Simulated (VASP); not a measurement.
Runs of VASP 6.6.1 on PbSe (Clausthalite). The structure is that of space group Fm-3m (No. 225), or close to it. The cells are those of the table. 

| cell | gap on the mesh (eV) | pressure (GPa) |
| --- | --- | --- |
| a = 4.270 Å, angles 60.0°, 2 atoms | 0.15 | 4.9 |
| a = 4.210 Å, angles 60.0°, 2 atoms | (b) | 7.6 |
| a = 4.148 Å, angles 60.0°, 2 atoms | 0.21 | (a) |
| a = 4.495 Å, angles 60.0°, 2 atoms | 0.61 | -2.7 |
| a = 4.441 Å, angles 60.0°, 2 atoms | 0.52 | -1.4 |

Alike in all rows: task single point; level PBE; potentials or basis VASP PAW PBE potentials, release 64 (Pb_d, Se); no spin polarisation; k mesh 6 × 6 × 6; cutoff (eV) 520; smearing gaussian 0.01 eV.

Q: Fill in the values left out.

A: (a) 11.4; (b) 0.02.

Caveats: spin-orbit coupling is left out, which moves the levels of the heavy elements.

A k mesh can miss the band edges, and the runs leave out spin-orbit coupling on Pb, Se.
